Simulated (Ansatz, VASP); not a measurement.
# One calculation of Tl, two programs

```xyz
1
Lattice="-1.9216 1.9410 1.9410 1.9410 -1.9216 1.9410 1.9410 1.9410 -1.9216" Properties=species:S:1:pos:R:3 pbc="T T T"
Tl    0.0000    0.0000    0.0000
```

Change from the starting cell: equal xy, yz and zx shear strains of +1 %, crystal datasets.

Alike in both runs: task electric field gradients; functional LDA; k mesh 13 × 13 × 13; occupations fermi-dirac, width 0.05 eV; no spin polarisation.

```csv
,VASP,Ansatz
version,VASP 6.6.1,Ansatz 0.2.0
potentials or method,"VASP PAW LDA potentials, release 64 (Tl_d), cutoff 520 eV","all-electron PAW with datasets made for the crystal, scalar-relativistic"
```

```csv
,VASP,Ansatz,Ansatz less VASP
pressure (GPa),-2.4,-2.5,-0.03
"traceless stress, the component that is largest in VASP (GPa)",-0.06,-0.06,-0.002
size of Vzz on the site where it differs most (V/Å²),13.0,12.5,-0.49
```

LDA's correlation is that of Perdew and Zunger in VASP and of Perdew and Wang (1992) in Ansatz. Ansatz ran all-electron here, and VASP with PAW potentials.

Neither program's run includes spin-orbit coupling.
